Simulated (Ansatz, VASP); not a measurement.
One calculation of BaTiO3, two programs

INCAR

```
PREC = Accurate ; ENCUT = 520
EDIFF = 1E-6 ; ISMEAR = -1
SIGMA = 0.05 ; LREAL = False
LASPH = True ; NELM = 100
ALGO = Normal ; ISIF = 2
LWAVE = False ; LCHARG = False
GGA = PS ; NBANDS = 28
```

The input KPOINTS:

```
regular mesh
0
Gamma
  6 6 6
```

File POSCAR:

```
BaTiO3
1.0
    2.8273666084      1.6323808724      2.3183934932
   -2.8273666084      1.6323808724      2.3183934932
    0.0000000000     -3.2647617449      2.3183934932
Ba Ti O
1 1 3
Direct
    0.0000000000      0.0000000000      0.0000000000
    0.4845000000      0.4845000000      0.4845000000
    0.5086000000      0.0175000000      0.5086000000
    0.0175000000      0.5086000000      0.5086000000
    0.5086000000      0.5086000000      0.0175000000
```

Contents of input.yaml:

```yaml
crystal:
  lattice:
    - [2.8273666084, 1.6323808724, 2.3183934932]
    - [-2.8273666084, 1.6323808724, 2.3183934932]
    - [0.0, -3.2647617449, 2.3183934932]
  atoms:
    - { symbol: Ba, position: [0.0, 0.0, 0.0] }
    - { symbol: Ti, position: [0.4845, 0.4845, 0.4845] }
    - { symbol: O, position: [0.5086, 0.0175, 0.5086] }
    - { symbol: O, position: [0.0175, 0.5086, 0.5086] }
    - { symbol: O, position: [0.5086, 0.5086, 0.0175] }
hamiltonian:
  xc: pbesol
  pseudopotentials: { kind: paw }
kpoints:
  mp_grid: { grid: [6, 6, 6] }
  band_path:
    path:
      - [[0.0, 0.0, 0.0], [0.5, 0.0, 0.0], [0.5, 0.4971712123, -0.4971712123]]
      - [[0.5028287877, 0.5, 0.4971712123], [0.5, 0.5, 0.5], [0.0, 0.0, 0.0], [0.4985856061, 0.0, -0.4985856061]]
      - [[0.5014143939, 0.4985856061, 0.0], [0.5, 0.5, 0.0], [0.5014143939, 0.5014143939, 0.4971712123], [0.5, 0.5, 0.5]]
      - [[0.5, 0.0, 0.0], [0.5028287877, 0.4985856061, 0.4985856061]]
    npoints: 14
scf:
  occupations: { method: fermi_dirac, width: 0.05 }
  n_extra_bands: 12
output:
  forces: true
  stress: true
  eigenvalues: true
  fatbands: false
  write_density: true
  write_potential: true
  elf: true
  volumetric_format: npy
```

Alike in both runs: functional PBEsol; k mesh 6 × 6 × 6; occupations fermi-dirac, width 0.05 eV; no spin polarisation.

|  | VASP | Ansatz |
| --- | --- | --- |
| version | VASP 6.6.1 | Ansatz 0.2.0 |
| potentials or method | VASP PAW PBE potentials, release 64 (Ba_sv, Ti_sv, O) | Ansatz PAW |
| plane-wave cutoff (eV) | 520 | 420 |
| valence electrons in the cell | 40 | 40 |
| task | single point | band structure |

|  | VASP | Ansatz | Ansatz less VASP |
| --- | --- | --- | --- |
| gap on the k mesh at the Fermi level (eV) | 2.34 | 2.39 | +0.055 |
| least direct gap on the mesh (eV) | 2.74 | 2.75 | +0.014 |
| pressure (GPa) | 0.6 | -1.2 | -1.85 |
| traceless stress, the component that is largest in VASP (GPa) | -0.12 | -0.08 | +0.046 |
| rms of the force components (eV/Å) | 0.065 | 0.053 | -0.0126 |

VASP's potentials were made for PBE, not for PBEsol. Atom by atom the forces differ by 0.026 eV/Å (rms over components). With one functional, cell and mesh, what is left measures potentials, basis and numerics.

Spin-orbit coupling is off throughout.
